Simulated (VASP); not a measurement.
Al2O3:

```xyz
5
Lattice="2.8641 0.0000 0.0000 -1.4321 2.4804 0.0000 0.0000 0.0000 6.8333" Properties=species:S:1:pos:R:3 pbc="T T T"
Al    0.0000    1.6536    1.3622
Al    1.4321    0.8268    5.4711
O     0.0000    0.0000    0.0000
O     0.0000    1.6536    4.8052
O     1.4321    0.8268    2.0281
```

Base run:

```yaml
Program: VASP 6.6.1
Functional: PBE
Potentials_or_basis: VASP PAW PBE potentials, release 64 (Al, O)
Cutoff: 520 eV
k_mesh: 12 × 12 × 4
Occupations: gaussian, width 0.01 eV
Spin: no spin polarisation
```

Its results: band gap on the k mesh 4.79 eV (least direct gap 4.83 eV); pressure 6.6 GPa; largest force 0.351 eV/Å.

Task: The run is repeated on the same cell with these changes: functional from PBE to r2SCAN. What comes out?

Result: Band gap on the k mesh 5.63 eV (least direct gap 5.67 eV); pressure -0.1 GPa; largest force 0.037 eV/Å.

Caveats: the cell stands under pressure (at least some runs); the PAW data sets were made with another functional, which shifts forces and pressure a little (at least some runs).

A k mesh can miss the band edges.
